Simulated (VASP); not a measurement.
Te2Mo, 6 atoms in the cell. Symmetry: P6_3/mmc, No. 194, hexagonal system. The conventional cell has a = 3.564 Å, b = 3.564 Å, c = 14.157 Å, α = 90.00°, β = 90.00°, γ = 120.00°. Te (site symmetry 3m) has 3 Mo at 2.75 Å and 6 Te at 3.56 Å within 3.6 Å. Mo (site symmetry -6m2) has 6 Te at 2.75 Å and 6 Mo at 3.56 Å within 3.6 Å. 

| Quantity | Value |
| --- | --- |
| Program | VASP 6.6.1 |
| Task | single point |
| Functional | BLYP |
| Dispersion | D3(BJ) |
| Potentials or basis | VASP PAW PBE potentials, release 64 (Te, Mo_sv) |
| Cutoff | 520 eV |
| k mesh | 9 × 9 × 2 |
| Occupations | fermi-dirac, width 0.05 eV |
| Spin | no spin polarisation |
| Dipole correction | no |
| Further INCAR settings | ALGO = Normal; EDIFF = 1e-06; NBANDS = 35 |

Potentials or basis: VASP PAW PBE potentials, release 64 (Te, Mo_sv).

Launch:

```console
$ cat potpaw_PBE.64/Te/POTCAR potpaw_PBE.64/Mo_sv/POTCAR > POTCAR
$ mpirun -np 1 vasp_std > vasp.out
```

Hardware: 1 thread of AMD EPYC 9R45 96-Core Processor (Zen 5), with other jobs on the host.

Question: How long does it take, and how much memory?

Answer: Wall time 120 s on 1 thread of AMD EPYC 9R45 96-Core Processor (Zen 5) (shared host), peak memory 0.31 GiB. Counts: scf iterations 15, k points 24.
